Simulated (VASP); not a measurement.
Set up this calculation in VASP 6.6.1, as the native input.

```yaml
Task: single point
Functional: PBE
Potentials_or_basis: VASP PAW PBE potentials, release 64 (Hf_pv, C)
Cutoff: 520 eV
k_mesh: 18 × 18 × 8
Occupations: gaussian, width 0.1 eV
Spin: no spin polarisation
Dipole_correction: no
Further_INCAR_settings: ALGO = Normal; EDIFF = 1e-06; NBANDS = 19
```

The structure of Hf2C lies in POSCAR:

```
Hf2C
1.0
    3.2050189336      0.0000000000      0.0000000000
   -1.6025094668      2.7756278161      0.0000000000
    0.0000000000      0.0000000000      5.6926641449
Hf C
2 1
Direct
    0.0000000000      0.0000000000      0.7561022671
    0.0000000000      0.0000000000      0.2438977329
    0.3333333333      0.6666666667      0.0000000000
```

These files were run (other wordings do the same):

INCAR

```
SYSTEM = Hf2C
PREC = Accurate
ENCUT = 520
EDIFF = 1E-6
ISMEAR = 0
SIGMA = 0.1
LREAL = .FALSE.
LASPH = .TRUE.
NELM = 80
ALGO = Normal
ISIF = 2
LWAVE = .FALSE.
LCHARG = .TRUE.
GGA = PE
LELF = .TRUE.
LVHAR = .TRUE.
NBANDS = 19
```

KPOINTS

```
regular mesh
0
G
  18 18 8
  0 0 0
```

Potentials or basis: VASP PAW PBE potentials, release 64 (Hf_pv, C).

Run with:

```bash
$ cat potpaw_PBE.64/Hf_pv/POTCAR potpaw_PBE.64/C/POTCAR > POTCAR
$ mpirun -np 1 vasp_std > vasp.out
```

Results of the run:

```json
{
 "Pressure": "-0.7 GPa",
 "Largest force": "0.084 eV/Å",
 "Band gap on the k mesh": "zero (band 12 reaches 5.36 eV, above the bottom of band 13 at 5.05 eV)"
}
```

Caveat: spin-orbit coupling is left out, which moves the levels of the heavy elements.

It took 72 s on 1 thread of AMD EPYC 9R45 96-Core Processor (Zen 5) (shared host), peak memory 0.26 GiB.
